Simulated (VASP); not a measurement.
# Rh (P6_3/mmc) in VASP: notebook

Runs on Rh. Level: PBEsol. Tasks: relaxation of cell and atoms.

Program: VASP 6.6.1. These are calculated values, not measurements. Logs are shortened: lines on timing, memory, paths and dates and some standing lists are left out, and cuts for length are marked.

## 1. The cell of the first run

The structure is hexagonal, space group P6_3/mmc (No. 194). The conventional cell has a = 2.731 Å, b = 2.731 Å, c = 4.428 Å, α = 90.00°, β = 90.00°, γ = 120.00°. Within 3.6 Å of Rh (site symmetry -6m2) lie 12 Rh at 2.72 to 2.73 Å.

## 2. Relaxation of cell and atoms, PBEsol, target pressure 30 GPa, at which the enthalpy is minimised

INCAR reads:

```
PREC = Accurate
ENCUT = 500
EDIFF = 1E-7
ISMEAR = 0
SIGMA = 0.05
LREAL = False
LASPH = True
NELM = 120
ALGO = Normal
ISIF = 3
LWAVE = False
LCHARG = False
GGA = PS
IBRION = 2
NSW = 60
EDIFFG = -0.03
PSTRESS = 300.0
GGA_COMPAT = False
NELMIN = 4
```

KPOINTS reads:

```
regular mesh
0
Gamma
  9 9 5
```

POSCAR reads:

```
Rh
1.0
    2.7309790400      0.0000000000      0.0000000000
   -1.3654895200      2.3650972300      0.0000000000
    0.0000000000      0.0000000000      4.4284890000
Rh
2
Direct
    0.6666666675      0.3333333277      0.7500000000
    0.3333333304      0.6666666681      0.2500000000
```

Potentials or basis: VASP PAW PBE potentials, release 64 (Rh_pv).

Launch:

```
cat potpaw_PBE.64/Rh_pv/POTCAR > POTCAR
mpirun -np 1 vasp_std > vasp.out
```

OUTCAR:

```text
PREC = Accurate
   ENCUT = 500
   EDIFF = 1E-7
   ISMEAR = 0
   LREAL = False
   LASPH = True
   NELM = 120
   ISIF = 3
   GGA = PS
   IBRION = 2
   NSW = 60
   EDIFFG = -0.03
   PSTRESS = 300.0
   NELMIN = 4

 ion  position               nearest neighbor table
   1  0.667  0.333  0.750-   2 2.72   2 2.72   2 2.72   2 2.72   2 2.72   2 2.72
   2  0.333  0.667  0.250-   1 2.72   1 2.72   1 2.72   1 2.72   1 2.72   1 2.72

  LATTYP: Found a hexagonal cell.
 ALAT       =     2.7309790400
 C/A-ratio  =     1.6215756090

  Lattice vectors:

 A1 = (   2.7309790400,   0.0000000000,   0.0000000000)
 A2 = (  -1.3654895200,   2.3650972300,   0.0000000000)
 A3 = (   0.0000000000,   0.0000000000,   4.4284890000)

Analysis of symmetry for initial positions (statically):
=====================================================================
 Subroutine PRICEL returns:
 Original cell was already a primitive cell.

 Routine SETGRP: Setting up the symmetry group for a
 hexagonal supercell.

 Subroutine GETGRP returns: Found 24 space group operations
 (whereof 12 operations were pure point group operations)
 out of a pool of 24 trial point group operations.

The static configuration has the point symmetry D_3d.
 The point group associated with its full space group is D_6h.

Analysis of symmetry for dynamics (positions and initial velocities):
=====================================================================
 Subroutine PRICEL returns:
 Original cell was already a primitive cell.

 Routine SETGRP: Setting up the symmetry group for a
 hexagonal supercell.

 Subroutine GETGRP returns: Found 24 space group operations
 (whereof 12 operations were pure point group operations)
 out of a pool of 24 trial point group operations.

The dynamic configuration has the point symmetry D_3d.
 The point group associated with its full space group is D_6h.

 Subroutine INISYM returns: Found 24 space group operations
 (whereof 12 operations are pure point group operations),
 and found     1 'primitive' translations

----------------------------------------------------------------------------------------

                                     Primitive cell

  volume of cell :      28.6037

  direct lattice vectors                    reciprocal lattice vectors
     2.730979040  0.000000000  0.000000000     0.366169050  0.211407799  0.000000000
    -1.365489520  2.365097230  0.000000000     0.000000000  0.422815598  0.000000000
     0.000000000  0.000000000  4.428489000     0.000000000  0.000000000  0.225810655

  length of vectors
     2.730979040  2.730979044  4.428489000     0.422815599  0.422815598  0.225810655

  position of ions in fractional coordinates (direct lattice)
     0.666666668  0.333333328  0.750000000
     0.333333330  0.666666668  0.250000000

  ion indices of the primitive-cell ions
   primitive index   ion index
                 1           1
                 2           2

----------------------------------------------------------------------------------------

 KPOINTS: regular mesh

Automatic generation of k-mesh.
 Grid dimensions read from file:
 generate k-points for:    9    9    5

 Generating k-lattice:

  Cartesian coordinates                     Fractional coordinates (reciprocal lattice)
     0.040685450  0.023489755  0.000000000     0.111111111  0.000000000  0.000000000
     0.000000000  0.046979511  0.000000000     0.000000000  0.111111111  0.000000000
     0.000000000  0.000000000  0.045162131     0.000000000  0.000000000  0.200000000

  Length of vectors
     0.046979511  0.046979511  0.045162131

  Shift w.r.t. Gamma in fractional coordinates (k-lattice)
     0.000000000  0.000000000  0.000000000

 Subroutine IBZKPT returns following result:
 ===========================================

 Found     36 irreducible k-points:

 Following reciprocal coordinates:
            Coordinates               Weight
  0.000000  0.000000  0.000000      1.000000
  0.111111  0.000000  0.000000      6.000000
  0.222222  0.000000  0.000000      6.000000
  0.333333  0.000000  0.000000      6.000000
  0.444444  0.000000  0.000000      6.000000
  0.111111  0.111111  0.000000      6.000000
[... 16 lines left out ...]
  0.333333  0.222222  0.200000     24.000000
  0.333333  0.333333  0.200000      4.000000
 [... further k-points ...]
   k-points           NKPTS =     36   k-points in BZ     NKDIM =     36   number of bands    NBANDS=     19
   number of dos      NEDOS =    301   number of ions     NIONS =      2
   total plane-waves  NPLWV =  12800
   dimension x,y,z NGX =    20 NGY =   20 NGZ =   32
   dimension x,y,z NGXF=    40 NGYF=   40 NGZF=   64
   ions per type =               2
   NGX,Y,Z   is equivalent  to a cutoff of  12.17, 12.17, 12.01 a.u.
   NGXF,Y,Z  is equivalent  to a cutoff of  24.35, 24.35, 24.03 a.u.
 SYSTEM =  unknown system
   PREC   = accura    normal or accurate (medium, high low for compatibility)
   ISTART =      0    job   : 0-new  1-cont  2-samecut
   ICHARG =      2    charge: 1-file 2-atom 10-const
   ISPIN  =      1    spin polarized calculation?
   LNONCOLLINEAR =      F non collinear calculations
   LSORBIT =      F    spin-orbit coupling
   LASPH  =      T    aspherical Exc in radial PAW
   ENCUT  =  500.0 eV  36.75 Ry    6.06 a.u.   4.98  4.98  8.07*2*pi/ulx,y,z
   NELM   =    120;   NELMIN=  4; NELMDL= -5     # of ELM steps
   EDIFF  = 0.1E-06   stopping-criterion for ELM
   LREAL  =      F    real-space projection
   EDIFFG = -.3E-01   stopping-criterion for IOM
   NSW    =     60    number of steps for IOM
   IBRION =      2    ionic relax: 0-MD 1-quasi-New 2-CG
   NFREE  =      1    steps in history (QN), initial steepest desc. (CG)
   ISIF   =      3    stress and relaxation
   ISYM   =      2    0-nonsym 1-usesym 2-fastsym
   POTIM  = 0.5000    time-step for ionic-motion
   TEBEG  =    0.0;   TEEND  =   0.0 temperature during run
   PSTRESS=  300.0 pullay stress
   NELECT =      30.0000    total number of electrons
   NUPDOWN=      -1.0000    fix difference up-down
   EMIN   =  10.00;   EMAX   =-10.00  energy-range for DOS
   EFERMI =   0.00;   METHOD = LEGACY
   ISMEAR =     0;   SIGMA  =   0.05  broadening in eV -4-tet -1-fermi 0-gaus
   EFERMI_NEDOS =   21; number of points for ismear=-14 and -15
   IALGO  =     38    algorithm
   IMIX   =      4    mixing-type and parameters
     AMIX     =   0.40;   BMIX     =  1.00
     AMIX_MAG =   1.60;   BMIX_MAG =  1.00
  volume/ion in A,a.u.               =      14.30        96.51
  Fermi-wavevector in a.u.,A,eV,Ry     =   1.663314  3.143208 37.642066  2.766614
  Thomas-Fermi vector in A             =   2.750053
   LORBIT       =      0    0 simple, 1 ext, 2 COOP (PROOUT), +10 PAW based schemes
   GGA     = PS    functional components
   LHFCALC =     F    Hartree Fock is set to
   AEXX    =    0.0000 exact exchange contribution
   IVDW    =     0    specifies the selected vdW correction
   LEPSILON=     F    determine dielectric tensor
   LRPA    =     F    only Hartree local field effects (RPA)
 conjugate gradient relaxation of ions
 non-spin polarized calculation
 Gauss-broadening in eV      SIGMA  =   0.05
  energy-cutoff  :      500.00
  volume of cell :       28.60
 maximum number of plane-waves:       744
 NGX is ok and might be reduce to    20
   NGX =  9   NGY =  9   NGZ = 17

--------------------------------------- Ionic step        1  -------------------------------------------

 number of electron      30.0000011 magnetization

 Free energy of the ion-electron system (eV)
  ---------------------------------------------------
  ext. energy  EPLUGINS =         0.00000000
  ---------------------------------------------------
  free energy    TOTEN  =       -16.12821306 eV

  energy without entropy =      -16.12406994  energy(sigma->0) =      -16.12614150

------------------------ aborting loop because EDIFF is reached ----------------------------------------

  FORCE on cell =-STRESS in cart. coord.  units (eV):
  Direction    XX          YY          ZZ          XY          YZ          ZX
  --------------------------------------------------------------------------------------
  -------------------------------------------------------------------------------------
  Total       -2.4695162     -2.4695162     -2.4513662      0.0000000      0.0000000      0.0000000
  in kB     -138.3246317   -138.3246322   -137.3080014      0.0000000      0.0000000      0.0000000
  external PRESSURE =    -437.9857551 kB  Pullay stress =     300.0000000 kB

 VOLUME and BASIS-vectors are now :
 -----------------------------------------------------------------------------
  energy-cutoff  :      500.00
  volume of cell :       28.60
      direct lattice vectors                 reciprocal lattice vectors
     2.730979040  0.000000000  0.000000000     0.366169050  0.211407799  0.000000000
    -1.365489520  2.365097230  0.000000000     0.000000000  0.422815598  0.000000000
     0.000000000  0.000000000  4.428489000     0.000000000  0.000000000  0.225810655
[... 274 lines left out ...]
  FREE ENERGIE OF THE ION-ELECTRON SYSTEM (eV)
  ---------------------------------------------------
  free  energy   TOTEN  =       -16.0216755839 eV

  energy  without entropy=      -16.0183774277  energy(sigma->0) =      -16.02002651

  enthalpy is  TOTEN    =       -11.3410467368 eV   P V=        4.6806288471

--------------------------------------- Ionic step        9  -------------------------------------------

 number of electron      30.0000000 magnetization

 Free energy of the ion-electron system (eV)
  ---------------------------------------------------
  ext. energy  EPLUGINS =         0.00000000
  ---------------------------------------------------
  free energy    TOTEN  =       -16.00676216 eV

  energy without entropy =      -16.00346897  energy(sigma->0) =      -16.00511556

 E-fermi :  13.7500     XC(G=0): -14.8601

 val. band max:       13.7151132628   @ k =   0.3333   0.1111   0.2000
 cond. band min:      13.7699095869   @ k =   0.2222   0.1111   0.4000
 fundamental gap:      0.0547963241
 Fermi energy:        13.7500460971

 k-point     1 :       0.0000    0.0000    0.0000
  band No.  band energies     occupation
      1     -33.8804      2.00000
      2     -32.9541      2.00000
      3     -32.9541      2.00000
      4     -32.8376      2.00000
      5     -32.8106      2.00000
      6     -32.8106      2.00000
[... 11 lines left out ...]
     18      14.2529      0.00000
     19      23.3094      0.00000
[... 485 lines left out ...]
 k-point    24 :       0.3333    0.3333    0.2000
  band No.  band energies     occupation
      1     -33.5500      2.00000
      2     -33.5342      2.00000
      3     -33.5342      2.00000
      4     -33.2966      2.00000
      5     -33.1348      2.00000
      6     -33.1348      2.00000
[... 11 lines left out ...]
     18      21.1863      0.00000
     19      21.4688      0.00000

 [... further k-points ...]
[... 5 lines left out ...]
  --------------------------------------------------------------------------------------
  -------------------------------------------------------------------------------------
  Total        4.7253989      4.7253989      4.7224504      0.0000000      0.0000000      0.0000000
  in kB      303.8482463    303.8482475    303.6586575      0.0000000      0.0000000      0.0000000
  external PRESSURE =       3.7850504 kB  Pullay stress =     300.0000000 kB

 VOLUME and BASIS-vectors are now :
 -----------------------------------------------------------------------------
  energy-cutoff  :      500.00
  volume of cell :       24.92
      direct lattice vectors                 reciprocal lattice vectors
     2.605969382 -0.000000000 -0.000000000     0.383734363  0.221549137 -0.000000000
    -1.302984691  2.256835691 -0.000000000     0.000000000  0.443098274 -0.000000000
     0.000000000  0.000000000  4.236654732     0.000000000  0.000000000  0.236035283

 POSITION                                       TOTAL-FORCE (eV/Angst)
 -----------------------------------------------------------------------------------
      1.30298      0.75228      3.17749        -0.000000      0.000000      0.000000
     -0.00000      1.50456      1.05916         0.000000     -0.000000      0.000000
 -----------------------------------------------------------------------------------
    total drift:                               -0.000002      0.000007     -0.000001

  FREE ENERGIE OF THE ION-ELECTRON SYSTEM (eV)
  ---------------------------------------------------
  free  energy   TOTEN  =       -16.0067621584 eV

  energy  without entropy=      -16.0034689691  energy(sigma->0) =      -16.00511556

  enthalpy is  TOTEN    =       -11.3412105805 eV   P V=        4.6655515779

 reached required accuracy - stopping structural energy minimisation
```

Wall time 68 s (1 thread of Intel Xeon 6975P-C, shared host); peak memory 0.15 GiB.

Results:

```
Free energy                                            : -16.0068 eV
Relaxed volume                                         : 12.46 Å³/atom
Relaxed cell                                           : a = 2.606 Å, b = 2.606 Å, c = 4.237 Å, α = 90.00°, β = 90.00°, γ = 120.00°
Space group after relaxing (to 0.05 Å)                 : P6_3/mmc (No. 194)
Energy change on relaxing (the enthalpy is what falls) : +60.7 meV/atom
Ionic steps                                            : 9
Pressure after relaxing                                : 30.4 GPa
Band gap on the k mesh                                 : zero (band 15 reaches 14.52 eV, above the bottom of band 16 at 12.02 eV)
```

The path:
| step | energy change (eV) | largest force (eV/Å) | pressure (GPa) | volume (Å³) |
| --- | --- | --- | --- | --- |
| 1 | 0.0000 | 0.0000 | -13.80 | 28.60 |
| 2 | 14.4762 | 0.0000 | 681.21 | 15.28 |
| 3 | 0.0136 | 0.0000 | 18.87 | 25.62 |
| 4 | 0.0589 | 0.0000 | 24.16 | 25.29 |
| 5 | 0.1188 | 0.0000 | 30.15 | 24.93 |
| 6 | 0.1059 | 0.0000 | 28.91 | 25.00 |
| 7 | 0.1071 | 0.0000 | 29.03 | 24.99 |
| 8 | 0.1065 | 0.0000 | 28.97 | 25.00 |
| 9 | 0.1215 | 0.0000 | 30.38 | 24.92 |

Final structure:
```
Rh
1.0
     2.60597    0.00000    0.00000
    -1.30298    2.25684    0.00000
     0.00000    0.00000    4.23665
Rh
2
Direct
  0.66667 0.33333 0.75000
  0.33333 0.66667 0.25000
```

Caveat: the cell is relaxed towards a set pressure, so the enthalpy falls and the energy may rise; the PAW data sets were made with another functional, which shifts forces and pressure a little.

## 3. Relaxation of cell and atoms, PBEsol, target pressure 45 GPa, at which the enthalpy is minimised

INCAR reads:

```
PREC = Accurate ; ENCUT = 500
EDIFF = 1E-7 ; ISMEAR = 0
SIGMA = 0.05 ; LREAL = False
LASPH = True ; NELM = 120
ALGO = Normal ; ISIF = 3
LWAVE = False ; LCHARG = False
GGA = PS ; IBRION = 2
NSW = 60 ; EDIFFG = -0.03
PSTRESS = 450.0 ; GGA_COMPAT = False
NELMIN = 4
```

KPOINTS reads:

```
Automatic mesh
0
Gamma
  9 9 5
```

POSCAR is that of step 2.

Potentials or basis: VASP PAW PBE potentials, release 64 (Rh_pv).

Launch:

```
cat potpaw_PBE.64/Rh_pv/POTCAR > POTCAR
mpirun -np 1 vasp_std > vasp.out
```

Wall time 88 s (1 thread of Intel Xeon 6975P-C, shared host); peak memory 0.15 GiB.

The run converged. Its results:

```yaml
Free_energy: -15.8290 eV
Relaxed_volume: 12.08 Å³/atom
Relaxed_cell: a = 2.579 Å, b = 2.579 Å, c = 4.194 Å, α = 90.00°, β = 90.00°, γ = 120.00°
Space_group_after_relaxing_to_0.05_Å: P6_3/mmc (No. 194)
Energy_change_on_relaxing_the_enthalpy_is_what_falls: +149.6 meV/atom
Ionic_steps: 10
Pressure_after_relaxing: 45.0 GPa
Band_gap_on_the_k_mesh: zero (band 15 reaches 15.20 eV, above the bottom of band 16 at 12.58 eV)
```

Step by step:
| step | energy change (eV) | largest force (eV/Å) | pressure (GPa) | volume (Å³) |
| --- | --- | --- | --- | --- |
| 1 | 0.0000 | 0.0000 | -13.80 | 28.60 |
| 2 | 37.8797 | 0.0000 | 1710.24 | 11.91 |
| 3 | 0.0424 | 0.0000 | 22.33 | 25.40 |
| 4 | 0.1204 | 0.0000 | 30.31 | 24.92 |
| 5 | 0.3101 | 0.0000 | 45.81 | 24.12 |
| 6 | 0.2863 | 0.0000 | 44.03 | 24.20 |
| 7 | 0.2877 | 0.0000 | 44.11 | 24.20 |
| 8 | 0.2868 | 0.0000 | 44.07 | 24.20 |
| 9 | 0.3283 | 0.0000 | 47.14 | 24.06 |
| 10 | 0.2992 | 0.0000 | 45.00 | 24.16 |

Final structure:
```
CELL_PARAMETERS angstrom
2.57885 0.00000 0.00000
-1.28943 2.23335 0.00000
0.00000 0.00000 4.19429
ATOMIC_POSITIONS crystal
Rh 0.66667 0.33333 0.75000
Rh 0.33333 0.66667 0.25000
```

Levels at points of the mesh, in eV from the Fermi level:
```csv
k point,band 11,band 12,band 13,band 14,band 15,band 16,band 17,band 18,band 19
"(0.00, 0.00, 0.00)",-3.72,-3.07,-3.07,-2.28,-2.28,0.19,0.19,0.47,9.91
```

Caveat: the cell is relaxed towards a set pressure, so the enthalpy falls and the energy may rise; the volume moved by over 15 % at a fixed basis, so the end points are rough; the PAW data sets were made with another functional, which shifts forces and pressure a little.
